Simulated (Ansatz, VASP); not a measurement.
**Lu in VASP and in Ansatz**

```
CELL_PARAMETERS angstrom
5.50342 0.00000 0.00000
-2.75171 4.76610 0.00000
0.00000 0.00000 3.37360
ATOMIC_POSITIONS crystal
Lu 0.00000 0.00000 0.00000
Lu 0.33333 0.66667 0.50000
Lu 0.66667 0.33333 0.50000
```

Alike in both runs: task relaxation of cell and atoms; functional PBE; k mesh 7 × 7 × 9; occupations fermi-dirac, width 0.1 eV; no spin polarisation.

|  | VASP | Ansatz |
| --- | --- | --- |
| version | VASP 6.6.1 | Ansatz 0.2.0 |
| potentials or method | VASP PAW PBE potentials, release 64 (Lu), cutoff 600 eV | plane waves (420 eV) with PAW, scalar-relativistic |
| valence electrons in the cell | 75 | 75 |

|  | VASP | Ansatz | Ansatz less VASP |
| --- | --- | --- | --- |
| relaxed volume (Å³/atom) | 29.21 | 29.08 | -0.130 |
| relaxed length of the cell vector where the two differ most in proportion (Å) | 5.444 | 5.435 | -0.0094 |

Neither program's run includes spin-orbit coupling.
